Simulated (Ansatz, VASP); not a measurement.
AgCl in VASP and in Ansatz

```xyz
2
Lattice="0.0000 2.6771 2.6904 2.6771 0.0000 2.6904 2.6771 2.6771 0.0000" Properties=species:S:1:pos:R:3 pbc="T T T"
Ag    0.0000    0.0000    0.0000
Cl    2.6771    2.6771    2.6904
```

Change from the starting cell: z stretched by +0.5 %, x and y held.

Alike in both runs: task single point; functional LDA; k mesh 8 × 8 × 8; non-collinear spin, spin-orbit coupling.

|  | VASP | Ansatz |
| --- | --- | --- |
| version | VASP 6.6.1 | Ansatz 0.2.0 |
| potentials or method | VASP PAW LDA potentials, release 64 (Ag, Cl), cutoff 520 eV | all-electron LAPW |
| occupations | gaussian, width 0.01 eV | fixed |

```tsv
	VASP	Ansatz	Ansatz less VASP
pressure (GPa)	-0.4	-0.4	0.00
traceless stress, the component that is largest in VASP (GPa)	-0.14	-0.13	+0.003
```

LDA's correlation is that of Perdew and Zunger in VASP and of Perdew and Wang (1992) in Ansatz. Ansatz ran all-electron here, and VASP with PAW potentials.
